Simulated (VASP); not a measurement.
A run of VASP 6.6.1:

The input INCAR:

```
SYSTEM = B4N3
ALGO = Normal ; EDIFF = 1E-6
ENCUT = 600 ; GGA = PE
GGA_COMPAT = .False. ; ISIF = 2
ISMEAR = 0 ; LASPH = .True.
LCHARG = .False. ; LREAL = .False.
LWAVE = .False. ; NBANDS = 22
NELM = 120 ; PREC = Accurate
SIGMA = 0.1
```

Contents of KPOINTS:

```
k-points
0
Gamma
  6 6 6
  0 0 0
```

Contents of POSCAR:

```
B4N3
1.0
    4.8750896201      0.0000000000      0.0000000000
   -2.4375448101      4.2219514567      0.0000000000
    0.0000000000      0.0000000000      3.1885442973
B N
4 3
Direct
    0.5080290079      0.0160580157      0.0000000000
    0.9839419843      0.4919709921      0.0000000000
    0.5080290079      0.4919709921      0.0000000000
    0.0000000000      0.0000000000      0.0000000000
    0.1662083764      0.8337916236      0.0000000000
    0.6675832472      0.8337916236      0.0000000000
    0.1662083764      0.3324167528      0.0000000000
```

Potentials or basis: VASP PAW PBE potentials, release 64 (B, N).

Command:

```console
$ cat potpaw_PBE.64/B/POTCAR potpaw_PBE.64/N/POTCAR > POTCAR
$ mpirun -np 1 vasp_std > vasp.out
```

Hardware: 1 thread of Intel(R) Xeon(R) 6975P-C (Granite Rapids) (shared host).

How long does it take, and how much memory?

Run time: 23 s on 1 thread of Intel(R) Xeon(R) 6975P-C (Granite Rapids), on a shared host, peak memory 0.2 GiB. Counts: scf iterations 14, k points 28.
